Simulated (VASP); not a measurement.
# AlCo (WC type) (P-6m2) in VASP: a series of runs, part 2 of 3

VASP 6.6.1. The steps go on from the part before.

## 3. Relaxation of cell and atoms, PBE, target pressure 50 GPa, at which the enthalpy is minimised

This run uses another cell than the first one, of 10.72 Å³/atom.

Input file INCAR:

```
ALGO = Normal
EDIFF = 1E-6
EDIFFG = -0.005
ENCUT = 600
GGA = PE
IBRION = 2
ISIF = 3
ISMEAR = -1
LASPH = True
LCHARG = False
LREAL = False
LWAVE = False
NELM = 100
NSW = 60
PREC = Accurate
PSTRESS = 500.0
SIGMA = 0.08
```

Input file KPOINTS:

```
k-points
0
Gamma
  15 15 13
```

Input file POSCAR:

```
AlCo
1.0
    2.9337602806      0.0000000000      0.0000000000
   -1.4668801403      2.5407109316      0.0000000000
    0.0000000000      0.0000000000      2.8750850750
Co Al
1 1
Direct
    0.0000000000      0.0000000000      0.0000000000
    0.3333333333      0.6666666667      0.5000000000
```

Potentials or basis: VASP PAW PBE potentials, release 64 (Co, Al).

Started as:

```console
cat potpaw_PBE.64/Co/POTCAR potpaw_PBE.64/Al/POTCAR > POTCAR
mpirun -np 1 vasp_std > vasp.out
```

OUTCAR:

```text
EDIFF = 1E-6
   EDIFFG = -0.005
   ENCUT = 600
   GGA = PE
   IBRION = 2
   ISIF = 3
   ISMEAR = -1
   LASPH = True
   LREAL = False
   NELM = 100
   NSW = 60
   PREC = Accurate
   PSTRESS = 500.0

 ion  position               nearest neighbor table
   1  0.000  0.000  0.000-   2 2.22   2 2.22   2 2.22   2 2.22   2 2.22   2 2.22
   2  0.333  0.667  0.500-   1 2.22   1 2.22   1 2.22   1 2.22   1 2.22   1 2.22

  LATTYP: Found a hexagonal cell.
 ALAT       =     2.9337602806
 C/A-ratio  =     0.9800000000

  Lattice vectors:

 A1 = (   2.9337602806,   0.0000000000,   0.0000000000)
 A2 = (  -1.4668801403,   2.5407109316,   0.0000000000)
 A3 = (   0.0000000000,   0.0000000000,   2.8750850750)

Analysis of symmetry for initial positions (statically):
=====================================================================
 Subroutine PRICEL returns:
 Original cell was already a primitive cell.

 Routine SETGRP: Setting up the symmetry group for a
 hexagonal supercell.

 Subroutine GETGRP returns: Found 12 space group operations
 (whereof 12 operations were pure point group operations)
 out of a pool of 24 trial point group operations.

The static configuration has the point symmetry D_3h.

Analysis of symmetry for dynamics (positions and initial velocities):
=====================================================================
 Subroutine PRICEL returns:
 Original cell was already a primitive cell.

 Routine SETGRP: Setting up the symmetry group for a
 hexagonal supercell.

 Subroutine GETGRP returns: Found 12 space group operations
 (whereof 12 operations were pure point group operations)
 out of a pool of 24 trial point group operations.

The dynamic configuration has the point symmetry D_3h.

 Subroutine INISYM returns: Found 12 space group operations
 (whereof 12 operations are pure point group operations),
 and found     1 'primitive' translations

----------------------------------------------------------------------------------------

                                     Primitive cell

  volume of cell :      21.4304

  direct lattice vectors                    reciprocal lattice vectors
     2.933760281  0.000000000  0.000000000     0.340859479  0.196795312  0.000000000
    -1.466880140  2.540710932  0.000000000     0.000000000  0.393590624  0.000000000
     0.000000000  0.000000000  2.875085075     0.000000000  0.000000000  0.347815795

  length of vectors
     2.933760281  2.933760281  2.875085075     0.393590624  0.393590624  0.347815795

  position of ions in fractional coordinates (direct lattice)
     0.000000000  0.000000000  0.000000000
     0.333333333  0.666666667  0.500000000

  ion indices of the primitive-cell ions
   primitive index   ion index
                 1           1
                 2           2

----------------------------------------------------------------------------------------

 KPOINTS: k-points

Automatic generation of k-mesh.
 Grid dimensions read from file:
 generate k-points for:   15   15   13
[... 58 lines left out ...]
   ISPIN  =      1    spin polarized calculation?
   LNONCOLLINEAR =      F non collinear calculations
   LSORBIT =      F    spin-orbit coupling
   LASPH  =      T    aspherical Exc in radial PAW
   ENCUT  =  600.0 eV  44.10 Ry    6.64 a.u.   5.86  5.86  5.74*2*pi/ulx,y,z
   NELM   =    100;   NELMIN=  2; NELMDL= -5     # of ELM steps
   EDIFF  = 0.1E-05   stopping-criterion for ELM
   LREAL  =      F    real-space projection
   EDIFFG = -.5E-02   stopping-criterion for IOM
   NSW    =     60    number of steps for IOM
   IBRION =      2    ionic relax: 0-MD 1-quasi-New 2-CG
   NFREE  =      1    steps in history (QN), initial steepest desc. (CG)
   ISIF   =      3    stress and relaxation
   ISYM   =      2    0-nonsym 1-usesym 2-fastsym
   POTIM  = 0.5000    time-step for ionic-motion
   TEBEG  =    0.0;   TEEND  =   0.0 temperature during run
   PSTRESS=  500.0 pullay stress
   NELECT =      12.0000    total number of electrons
   NUPDOWN=      -1.0000    fix difference up-down
   EMIN   =  10.00;   EMAX   =-10.00  energy-range for DOS
   EFERMI =   0.00;   METHOD = LEGACY
   ISMEAR =    -1;   SIGMA  =   0.08  broadening in eV -4-tet -1-fermi 0-gaus
   EFERMI_NEDOS =   21; number of points for ismear=-14 and -15
   IALGO  =     38    algorithm
   IMIX   =      4    mixing-type and parameters
     AMIX     =   0.40;   BMIX     =  1.00
     AMIX_MAG =   1.60;   BMIX_MAG =  1.00
  volume/ion in A,a.u.               =      10.72        72.31
  Fermi-wavevector in a.u.,A,eV,Ry     =   1.349351  2.549904 24.772796  1.820749
  Thomas-Fermi vector in A             =   2.476945
   LORBIT       =      0    0 simple, 1 ext, 2 COOP (PROOUT), +10 PAW based schemes
   GGA     = PE    functional components
   LHFCALC =     F    Hartree Fock is set to
   AEXX    =    0.0000 exact exchange contribution
   IVDW    =     0    specifies the selected vdW correction
   LEPSILON=     F    determine dielectric tensor
   LRPA    =     F    only Hartree local field effects (RPA)
 conjugate gradient relaxation of ions
 non-spin polarized calculation
  energy-cutoff  :      600.00
  volume of cell :       21.43
 maximum number of plane-waves:       728
 NGX is ok and might be reduce to    24
   NGX = 11   NGY = 11   NGZ = 11

--------------------------------------- Ionic step        1  -------------------------------------------

 number of electron      11.9999999 magnetization

 Free energy of the ion-electron system (eV)
  ---------------------------------------------------
  ext. energy  EPLUGINS =         0.00000000
  ---------------------------------------------------
  free energy    TOTEN  =       -10.45143867 eV

  energy without entropy =      -10.42338046  energy(sigma->0) =      -10.43740956

------------------------ aborting loop because EDIFF is reached ----------------------------------------

  FORCE on cell =-STRESS in cart. coord.  units (eV):
  Direction    XX          YY          ZZ          XY          YZ          ZX
  --------------------------------------------------------------------------------------
  -------------------------------------------------------------------------------------
  Total        4.7904354      4.7904354      8.0753011      0.0000000     -0.0000000      0.0000000
  in kB      358.1417823    358.1417823    603.7244000      0.0000000     -0.0000000      0.0000000
  external PRESSURE =     -59.9973452 kB  Pullay stress =     500.0000000 kB
[... 97 lines left out ...]
  energy  without entropy=       -9.8570734771  energy(sigma->0) =       -9.87154188

  enthalpy is  TOTEN    =        -4.0693586403 eV   P V=        5.8166516378

[... ionic steps 4 to 16 ...]

--------------------------------------- Ionic step       17  -------------------------------------------

 number of electron      11.9999994 magnetization

------------------------ aborting loop because EDIFF is reached ----------------------------------------
[... 71 lines left out ...]
--------------------------------------- Ionic step       19  -------------------------------------------

 number of electron      11.9999994 magnetization

 Free energy of the ion-electron system (eV)
  ---------------------------------------------------
  ext. energy  EPLUGINS =         0.00000000
  ---------------------------------------------------
  free energy    TOTEN  =       -10.86043452 eV

  energy without entropy =      -10.82779071  energy(sigma->0) =      -10.84411261

 E-fermi :  12.5950     XC(G=0): -13.0169

 val. band max:       12.5853660942   @ k =   0.1333   0.1333   0.2308
 cond. band min:      12.6001882317   @ k =   0.2000   0.0667   0.2308
 fundamental gap:      0.0148221375
 Fermi energy:        12.5950370553

 k-point     1 :       0.0000    0.0000    0.0000
  band No.  band energies     occupation
      1       0.4111      2.00000
      2       8.3490      2.00000
      3      10.8162      2.00000
      4      10.8162      2.00000
      5      10.9769      2.00000
      6      11.9169      1.99958
      7      11.9169      1.99958
      8      16.9363      0.00000
      9      27.4472      0.00000
     10      27.4472      0.00000
[... 287 lines left out ...]
 k-point    24 :       0.4000    0.2000    0.0000
  band No.  band energies     occupation
      1       7.2023      2.00000
      2       8.4580      2.00000
      3       9.2440      2.00000
      4       9.3302      2.00000
      5      10.6606      2.00000
      6      12.8537      0.07586
      7      14.4332      0.00000
      8      16.6979      0.00000
      9      19.4297      0.00000
     10      22.2865      0.00000

 [... further k-points ...]

------------------------ aborting loop because EDIFF is reached ----------------------------------------

  FORCE on cell =-STRESS in cart. coord.  units (eV):
  Direction    XX          YY          ZZ          XY          YZ          ZX
  --------------------------------------------------------------------------------------
  -------------------------------------------------------------------------------------
  Total        6.2254651      6.2254651      6.2151414      0.0000000      0.0000000      0.0000000
  in kB      500.6374475    500.6374474    499.8072422      0.0000000      0.0000000      0.0000000
  external PRESSURE =       0.3607124 kB  Pullay stress =     500.0000000 kB
[... 21 lines left out ...]
  energy  without entropy=      -10.8277907058  energy(sigma->0) =      -10.84411261

  enthalpy is  TOTEN    =        -4.6428961237 eV   P V=        6.2175383947

 reached required accuracy - stopping structural energy minimisation
```

OSZICAR:

```text
N       E                     dE             d eps       ncg     rms          rms(c)
DAV:   1     0.440274466412E+02    0.44027E+02   -0.60863E+03  3780   0.145E+03
DAV:   2    -0.100308784202E+02   -0.54058E+02   -0.51292E+02  3792   0.207E+02
DAV:   3    -0.115678015783E+02   -0.15369E+01   -0.15240E+01  4522   0.458E+01
[... 163 lines left out ...]
       N       E                     dE             d eps       ncg     rms          rms(c)
DAV:   1    -0.108604405709E+02   -0.11155E-02   -0.89428E-05  4178   0.169E-01    0.210E-02
DAV:   2    -0.108604464852E+02   -0.59143E-05   -0.20305E-04  4252   0.219E-01    0.255E-02
DAV:   3    -0.108604348412E+02    0.11644E-04   -0.84285E-05  4234   0.143E-01    0.366E-03
DAV:   4    -0.108604345185E+02    0.32271E-06   -0.43729E-07  1892   0.774E-03
  19 F= -.46428961E+01 E0= -.46265742E+01  d E =-.931377E-05
```

Wall time 6.4 min (1 thread of AMD EPYC 9R14 (Zen 4), shared host); peak memory 0.17 GiB.

What came out:

| Quantity | Value |
| --- | --- |
| Free energy | -10.8604 eV |
| Relaxed volume | 9.96 Å³/atom |
| Relaxed cell | a = 2.526 Å, b = 2.526 Å, c = 3.605 Å, α = 90.00°, β = 90.00°, γ = 120.00° |
| Space group after relaxing (to 0.1 Å) | P-6m2 (No. 187) |
| Energy change on relaxing (the run minimises the enthalpy) | -204.5 meV/atom |
| Ionic steps | 19 |
| Pressure after relaxing | 50.0 GPa |
| Band gap on the k mesh | zero (bands 6 and 7 overlap by 2.02 eV) |

Stress tensor (GPa, compression positive):
```
50.06  0.00  0.00
 0.00 50.06  0.00
 0.00  0.00 49.98
```

The path:
```csv
step,energy change (eV),largest force (eV/Å),pressure (GPa),volume (Å³)
1,0.0000,0.0000,44.00,21.43
2,0.1944,0.0000,59.94,20.17
3,0.5654,0.0000,87.00,18.64
4,0.5469,0.0000,87.38,18.59
5,0.5051,0.0000,89.17,18.43
6,0.5013,0.0000,94.87,18.07
7,1.0389,0.0000,118.80,17.18
8,0.5519,0.0000,99.04,17.87
9,0.3252,0.0000,88.51,18.23
10,-0.2056,0.0000,61.28,19.34
11,-0.3506,0.0000,52.89,19.75
12,-0.3635,0.0000,52.04,19.79
13,-0.3700,0.0000,51.80,19.81
14,-0.3881,0.0000,51.04,19.86
15,-0.4192,0.0000,49.60,19.96
16,-0.4058,0.0000,50.21,19.91
17,-0.4050,0.0000,50.25,19.91
18,-0.4079,0.0000,50.09,19.92
19,-0.4090,0.0000,50.04,19.92
```

Final structure:
```yaml
crystal:
  lattice:
    - [2.52625, 0.00000, 0.00000]
    - [-1.26312, 2.18780, 0.00000]
    - [0.00000, 0.00000, 3.60476]
  atoms:
    - { symbol: Co, position: [0.00000, 0.00000, 0.00000] }
    - { symbol: Al, position: [0.33333, 0.66667, 0.50000] }
```

Caveat: the cell is relaxed towards a set pressure, so the run minimises the enthalpy, not the energy; a cell axis changed by over 15 % at a fixed basis, so the end point is rough; the run has no spin polarisation, though such a crystal can be magnetic.

(Part 2 of 3 ends here.)
